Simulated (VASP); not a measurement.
# Ta (Pm-3m) in VASP: a series of runs

Ta is run at these levels: LDA; tasks: single point, relaxation of cell and atoms.

All numbers are computed with VASP 6.6.1; they aren't measurements. Logs are shortened: lines on timing, memory, paths and dates and some standing lists are left out, and cuts for length are marked.

## (1) The cell of the first run

The structure is cubic, space group Pm-3m (No. 221). The conventional cell has a = 2.649 Å, b = 2.649 Å, c = 2.649 Å, α = 90.00°, β = 90.00°, γ = 90.00°. Within 3.5 Å of Ta (site symmetry m-3m) lie 6 Ta at 2.65 Å.

## (2) Single point, LDA

File INCAR:

```
  PREC = Accurate
  ENCUT = 500
  EDIFF = 1E-6
  ISMEAR = -1
  SIGMA = 0.05
  LREAL = False
  LASPH = True
  NELM = 120
  ALGO = Normal
  ISIF = 2
  LWAVE = False
  LCHARG = False
  GGA = CA
  NBANDS = 12
  GGA_COMPAT = False
```

File KPOINTS:

```
Automatic mesh
0
Gamma
  6 6 6
```

File POSCAR:

```
Ta
1.0
    2.6492021079      0.0000000000      0.0000000000
    0.0000000000      2.6492021079      0.0000000000
    0.0000000000      0.0000000000      2.6492021079
Ta
1
Direct
    0.0000000000      0.0000000000      0.0000000000
```

Potentials or basis: VASP PAW LDA potentials, release 64 (Ta_pv).

Started as:

```
cat potpaw_LDA.64/Ta_pv/POTCAR > POTCAR
mpirun -np 1 vasp_std > vasp.out
```

OUTCAR:

```text
PREC = Accurate
   ENCUT = 500
   EDIFF = 1E-6
   ISMEAR = -1
   LREAL = False
   LASPH = True
   NELM = 120
   ISIF = 2
   GGA = CA

 ion  position               nearest neighbor table
   1  0.000  0.000  0.000-

  LATTYP: Found a simple cubic cell.
 ALAT       =     2.6492021079

  Lattice vectors:

 A1 = (   2.6492021079,   0.0000000000,   0.0000000000)
 A2 = (   0.0000000000,   2.6492021079,   0.0000000000)
 A3 = (   0.0000000000,   0.0000000000,   2.6492021079)

Analysis of symmetry for initial positions (statically):
=====================================================================
 Subroutine PRICEL returns:
 Original cell was already a primitive cell.

 Routine SETGRP: Setting up the symmetry group for a
 simple cubic supercell.

 Subroutine GETGRP returns: Found 48 space group operations
 (whereof 48 operations were pure point group operations)
 out of a pool of 48 trial point group operations.

The static configuration has the point symmetry O_h .

Analysis of symmetry for dynamics (positions and initial velocities):
=====================================================================
 Subroutine PRICEL returns:
 Original cell was already a primitive cell.

 Routine SETGRP: Setting up the symmetry group for a
 simple cubic supercell.

 Subroutine GETGRP returns: Found 48 space group operations
 (whereof 48 operations were pure point group operations)
 out of a pool of 48 trial point group operations.

The dynamic configuration has the point symmetry O_h .

 Subroutine INISYM returns: Found 48 space group operations
 (whereof 48 operations are pure point group operations),
 and found     1 'primitive' translations

----------------------------------------------------------------------------------------

                                     Primitive cell

  volume of cell :      18.5928

  direct lattice vectors                    reciprocal lattice vectors
     2.649202108  0.000000000  0.000000000     0.377472144  0.000000000  0.000000000
     0.000000000  2.649202108  0.000000000     0.000000000  0.377472144  0.000000000
     0.000000000  0.000000000  2.649202108     0.000000000  0.000000000  0.377472144

  length of vectors
     2.649202108  2.649202108  2.649202108     0.377472144  0.377472144  0.377472144

  position of ions in fractional coordinates (direct lattice)
     0.000000000  0.000000000  0.000000000

  ion indices of the primitive-cell ions
   primitive index   ion index
                 1           1

----------------------------------------------------------------------------------------

 KPOINTS: Automatic mesh

Automatic generation of k-mesh.
 Grid dimensions read from file:
 generate k-points for:    6    6    6

 Generating k-lattice:

  Cartesian coordinates                     Fractional coordinates (reciprocal lattice)
     0.062912024  0.000000000  0.000000000     0.166666667  0.000000000  0.000000000
     0.000000000  0.062912024  0.000000000     0.000000000  0.166666667  0.000000000
     0.000000000  0.000000000  0.062912024     0.000000000  0.000000000  0.166666667

  Length of vectors
     0.062912024  0.062912024  0.062912024

  Shift w.r.t. Gamma in fractional coordinates (k-lattice)
     0.000000000  0.000000000  0.000000000

 Subroutine IBZKPT returns following result:
 ===========================================

 Found     20 irreducible k-points:

 Following reciprocal coordinates:
            Coordinates               Weight
  0.000000  0.000000  0.000000      1.000000
  0.166667  0.000000  0.000000      6.000000
  0.333333  0.000000  0.000000      6.000000
  0.500000  0.000000  0.000000      3.000000
  0.166667  0.166667  0.000000     12.000000
  0.333333  0.166667  0.000000     24.000000
[... 12 lines left out ...]
  0.500000  0.500000  0.333333      6.000000
  0.500000  0.500000  0.500000      1.000000
   k-points           NKPTS =     20   k-points in BZ     NKDIM =     20   number of bands    NBANDS=     12
   number of dos      NEDOS =    301   number of ions     NIONS =      1
   total plane-waves  NPLWV =   8000
   dimension x,y,z NGX =    20 NGY =   20 NGZ =   20
   dimension x,y,z NGXF=    40 NGYF=   40 NGZF=   40
   ions per type =               1
   NGX,Y,Z   is equivalent  to a cutoff of  12.55, 12.55, 12.55 a.u.
   NGXF,Y,Z  is equivalent  to a cutoff of  25.10, 25.10, 25.10 a.u.
 SYSTEM =  unknown system
   PREC   = accura    normal or accurate (medium, high low for compatibility)
   ISTART =      0    job   : 0-new  1-cont  2-samecut
   ICHARG =      2    charge: 1-file 2-atom 10-const
   ISPIN  =      1    spin polarized calculation?
   LNONCOLLINEAR =      F non collinear calculations
   LSORBIT =      F    spin-orbit coupling
   LASPH  =      T    aspherical Exc in radial PAW
   ENCUT  =  500.0 eV  36.75 Ry    6.06 a.u.   4.83  4.83  4.83*2*pi/ulx,y,z
   NELM   =    120;   NELMIN=  2; NELMDL= -5     # of ELM steps
   EDIFF  = 0.1E-05   stopping-criterion for ELM
   LREAL  =      F    real-space projection
   EDIFFG = 0.1E-04   stopping-criterion for IOM
   NSW    =      0    number of steps for IOM
   IBRION =     -1    ionic relax: 0-MD 1-quasi-New 2-CG
   NFREE  =      0    steps in history (QN), initial steepest desc. (CG)
   ISIF   =      2    stress and relaxation
   ISYM   =      2    0-nonsym 1-usesym 2-fastsym
   POTIM  = 0.5000    time-step for ionic-motion
   TEBEG  =    0.0;   TEEND  =   0.0 temperature during run
   PSTRESS=    0.0 pullay stress
   NELECT =      11.0000    total number of electrons
   NUPDOWN=      -1.0000    fix difference up-down
   EMIN   =  10.00;   EMAX   =-10.00  energy-range for DOS
   EFERMI =   0.00;   METHOD = LEGACY
   ISMEAR =    -1;   SIGMA  =   0.05  broadening in eV -4-tet -1-fermi 0-gaus
   EFERMI_NEDOS =   21; number of points for ismear=-14 and -15
   IALGO  =     38    algorithm
   IMIX   =      4    mixing-type and parameters
     AMIX     =   0.40;   BMIX     =  1.00
     AMIX_MAG =   1.60;   BMIX_MAG =  1.00
  volume/ion in A,a.u.               =      18.59       125.47
  Fermi-wavevector in a.u.,A,eV,Ry     =   1.374329  2.597105 25.698406  1.888780
  Thomas-Fermi vector in A             =   2.499765
   LORBIT       =      0    0 simple, 1 ext, 2 COOP (PROOUT), +10 PAW based schemes
   GGA     = CA    functional components
   LHFCALC =     F    Hartree Fock is set to
   AEXX    =    0.0000 exact exchange contribution
   IVDW    =     0    specifies the selected vdW correction
   LEPSILON=     F    determine dielectric tensor
   LRPA    =     F    only Hartree local field effects (RPA)
 non-spin polarized calculation
  energy-cutoff  :      500.00
  volume of cell :       18.59
 maximum number of plane-waves:       487
 NGX is ok and might be reduce to    20
   NGX =  9   NGY =  9   NGZ =  9

 number of electron      10.9999996 magnetization

 Free energy of the ion-electron system (eV)
  ---------------------------------------------------
  ext. energy  EPLUGINS =         0.00000000
  ---------------------------------------------------
  free energy    TOTEN  =       -11.66189530 eV

  energy without entropy =      -11.64934103  energy(sigma->0) =      -11.65561817

 E-fermi :   5.0702     XC(G=0): -12.5012

 val. band max:        4.9945411927   @ k =   0.3333   0.1667   0.0000
 cond. band min:       5.0880142321   @ k =   0.5000   0.1667   0.1667
 fundamental gap:      0.0934730394
 Fermi energy:         5.0702210290

 k-point     1 :       0.0000    0.0000    0.0000
  band No.  band energies     occupation
      1     -27.6655      2.00000
      2     -27.6655      2.00000
      3     -27.6655      2.00000
      4      -2.3843      2.00000
      5       2.2327      2.00000
      6       2.2327      2.00000
      7      12.0579      0.00000
      8      12.0579      0.00000
      9      12.0579      0.00000
     10      18.8844      0.00000
     11      20.7320      0.00000
     12      20.7320      0.00000

 k-point     2 :       0.1667    0.0000    0.0000
  band No.  band energies     occupation
      1     -28.1071      2.00000
      2     -27.6277      2.00000
      3     -27.6277      2.00000
      4      -1.5206      2.00000
      5       2.4786      2.00000
      6       3.2351      2.00000
      7      10.5725      0.00000
      8      10.5725      0.00000
      9      12.1739      0.00000
     10      17.6258      0.00000
     11      18.8935      0.00000
     12      22.5827      0.00000

 k-point     3 :       0.3333    0.0000    0.0000
  band No.  band energies     occupation
      1     -28.9201      2.00000
      2     -27.5511      2.00000
      3     -27.5511      2.00000
      4       0.2274      2.00000
      5       3.0224      2.00000
      6       5.1728      0.22781
      7       8.5254      0.00000
      8       8.5254      0.00000
      9      12.4145      0.00000
     10      15.4454      0.00000
     11      18.8908      0.00000
     12      21.1065      0.00000
[... 226 lines left out ...]
 k-point    19 :       0.5000    0.5000    0.3333
  band No.  band energies     occupation
      1     -28.9020      2.00000
      2     -28.9020      2.00000
      3     -28.5017      2.00000
      4       1.8442      2.00000
      5       3.3291      2.00000
      6       3.3291      2.00000
      7      10.4313      0.00000
      8      14.3884      0.00000
      9      15.3480      0.00000
     10      17.0917      0.00000
     11      17.0917      0.00000
     12      18.8730      0.00000

 k-point    20 :       0.5000    0.5000    0.5000
  band No.  band energies     occupation
      1     -28.8475      2.00000
      2     -28.8475      2.00000
      3     -28.8475      2.00000
      4       2.4131      2.00000
      5       2.4131      2.00000
      6       2.4131      2.00000
      7      12.7849      0.00000
      8      15.4347      0.00000
      9      15.4347      0.00000
     10      18.2704      0.00000
     11      18.2704      0.00000
     12      18.2704      0.00000

------------------------ aborting loop because EDIFF is reached ----------------------------------------

  FORCE on cell =-STRESS in cart. coord.  units (eV):
  Direction    XX          YY          ZZ          XY          YZ          ZX
  --------------------------------------------------------------------------------------
  -------------------------------------------------------------------------------------
  Total        1.2539016      1.2539016      1.2539016      0.0000000     -0.0000000      0.0000000
  in kB      108.0509954    108.0509954    108.0509954      0.0000000     -0.0000000      0.0000000
  external PRESSURE =     108.0509954 kB  Pullay stress =       0.0000000 kB

 VOLUME and BASIS-vectors are now :
 -----------------------------------------------------------------------------
  energy-cutoff  :      500.00
  volume of cell :       18.59
      direct lattice vectors                 reciprocal lattice vectors
     2.649202108  0.000000000  0.000000000     0.377472144  0.000000000  0.000000000
     0.000000000  2.649202108  0.000000000     0.000000000  0.377472144  0.000000000
     0.000000000  0.000000000  2.649202108     0.000000000  0.000000000  0.377472144

 POSITION                                       TOTAL-FORCE (eV/Angst)
 -----------------------------------------------------------------------------------
      0.00000      0.00000      0.00000         0.000000      0.000000      0.000000
 -----------------------------------------------------------------------------------
    total drift:                                0.000000      0.000000      0.000000

  FREE ENERGIE OF THE ION-ELECTRON SYSTEM (eV)
  ---------------------------------------------------
  free  energy   TOTEN  =       -11.6618953013 eV

  energy  without entropy=      -11.6493410324  energy(sigma->0) =      -11.65561817
```

Run time: 6 s. Hardware: 1 thread of Intel Xeon 8259CL, shared host; peak memory 0.12 GiB.

What came out:

| Quantity | Value |
| --- | --- |
| Free energy | -11.6619 eV |
| Pressure | 10.8 GPa |

Caveat: the k points lie up to 0.40 Å⁻¹ apart; spin-orbit coupling is left out, which moves the levels of the heavy elements.

## (3) Single point, LDA

This run uses another cell than the first one, of 17.79 Å³/atom, 0.957 times its volume.

File INCAR:

```
SYSTEM = Ta
  PREC = Accurate
  ENCUT = 500
  EDIFF = 1E-6
  ISMEAR = -1
  SIGMA = 0.05
  LREAL = .False.
  LASPH = .True.
  NELM = 120
  ALGO = Normal
  ISIF = 2
  LWAVE = .False.
  LCHARG = .False.
  NBANDS = 12
  GGA_COMPAT = .False.
```

File KPOINTS:

```
regular mesh
0
Gamma
  6 6 6
  0 0 0
```

File POSCAR:

```
Ta
1.0
    2.6107150556      0.0000000000      0.0000000000
    0.0000000000      2.6107150556      0.0000000000
    0.0000000000      0.0000000000      2.6107150556
Ta
1
Direct
    0.0000000000      0.0000000000      0.0000000000
```

Potentials or basis: VASP PAW LDA potentials, release 64 (Ta_pv).

Started as:

```
cat potpaw_LDA.64/Ta_pv/POTCAR > POTCAR
mpirun -np 1 vasp_std > vasp.out
```

It took 6.5 s on 1 thread of Intel Xeon 8259CL, shared host; peak memory 0.12 GiB.

The run converged. Its results:

```yaml
Free_energy: -11.5833 eV
Pressure: 21.0 GPa
```

Levels at points of the mesh, in eV from the Fermi level:
```
           k point  band 4  band 5  band 6  band 7  band 8  band 9
(0.00, 0.00, 0.00)   -7.62   -3.03   -3.03    7.34    7.34    7.34
(0.50, 0.00, 0.00)   -3.81   -1.88    0.46    2.71    2.71    7.86
(0.50, 0.50, 0.00)   -4.82   -1.33    3.69    3.69    6.31    6.31
(0.50, 0.50, 0.50)   -2.88   -2.88   -2.88    7.66   10.94   10.94
```

Caveat: the k points lie up to 0.40 Å⁻¹ apart; spin-orbit coupling is left out, which moves the levels of the heavy elements.

## (4) Relaxation of cell and atoms, LDA

This run uses another cell than the first one, of 19.90 Å³/atom, 1.070 times its volume.

File INCAR:

```
SYSTEM = Ta
  PREC = Accurate
  ENCUT = 500
  EDIFF = 1E-7
  ISMEAR = -1
  SIGMA = 0.05
  LREAL = .FALSE.
  LASPH = .TRUE.
  NELM = 120
  ALGO = Normal
  ISIF = 3
  LWAVE = .FALSE.
  LCHARG = .FALSE.
  GGA = CA
  IBRION = 2
  NSW = 60
  EDIFFG = -0.01
  GGA_COMPAT = .FALSE.
  NELMIN = 4
```

File KPOINTS:

```
Automatic mesh
0
G
  6 6 6
  0 0 0
```

File POSCAR:

```
Ta
1.0
    2.7100000000      0.0000000000      0.0000000000
    0.0000000000      2.7100000000      0.0000000000
    0.0000000000      0.0000000000      2.7100000000
Ta
1
Direct
    0.0000000000      0.0000000000      0.0000000000
```

Started as:

```
cat potpaw_LDA.64/Ta_pv/POTCAR > POTCAR
mpirun -np 1 vasp_std > vasp.out
```

Run time: 13 s. Hardware: 1 thread of Intel Xeon 8259CL, shared host; peak memory 0.12 GiB.

The run converged. Its results:

| Property | Result |
| --- | --- |
| Free energy | -11.6971 eV |
| Relaxed volume | 19.68 Å³/atom |
| Relaxed cell | a = 2.700 Å, b = 2.700 Å, c = 2.700 Å, α = 90.00°, β = 90.00°, γ = 90.00° |
| Space group after relaxing (to 0.05 Å) | Pm-3m (No. 221) |
| Energy gained by relaxing | 1.3 meV/atom |
| Ionic steps | 3 |
| Pressure after relaxing | 0.0 GPa |

The path:
```
step  energy change (eV)  largest force (eV/Å)  pressure (GPa)  volume (Å³)
   1              0.0000                0.0000           -1.89        19.90
   2              0.0041                0.0000            4.05        19.23
   3             -0.0013                0.0000           -0.01        19.68
```

Final structure:
```xyz
1
Lattice="2.6998 0.0000 0.0000 0.0000 2.6998 0.0000 0.0000 0.0000 2.6998" Properties=species:S:1:pos:R:3 pbc="T T T"
Ta    0.0000    0.0000    0.0000
```

Levels at points of the mesh, in eV from the Fermi level:
| k point | band 2 | band 3 | band 4 | band 5 | band 6 | band 7 | band 8 | band 9 |
| --- | --- | --- | --- | --- | --- | --- | --- | --- |
| (0.00, 0.00, 0.00) | -32.91 | -32.91 | -7.24 | -2.60 | -2.60 | 6.55 | 6.55 | 6.55 |
| (0.50, 0.00, 0.00) | -32.78 | -32.78 | -3.66 | -1.58 | 0.30 | 2.57 | 2.57 | 6.99 |
| (0.50, 0.50, 0.00) | -34.10 | -32.66 | -4.10 | -1.27 | 3.40 | 3.40 | 5.62 | 5.62 |
| (0.50, 0.50, 0.50) | -33.92 | -33.92 | -2.38 | -2.38 | -2.38 | 7.78 | 9.66 | 9.66 |

Caveat: the k points lie up to 0.39 Å⁻¹ apart in the final cell; spin-orbit coupling is left out, which moves the levels of the heavy elements.

## (5) Overview

```tsv
task	cell	gap on the mesh (eV)	pressure (GPa)
single point	a = 2.649 Å, 1 atom	none	10.8
single point	a = 2.611 Å, 1 atom	none	21.0
relaxation of cell and atoms	relaxed from a = 2.710 Å, 1 atom	none	0.0
```

Alike in all rows: level LDA; potentials or basis VASP PAW LDA potentials, release 64 (Ta_pv); no spin polarisation; k mesh 6 × 6 × 6; cutoff (eV) 500; smearing fermi-dirac 0.05 eV.

Caveats: all runs use coarse meshes; spin-orbit coupling is left out, which moves the levels of the heavy elements.

Absolute energies hang on the potentials; compare differences alone.
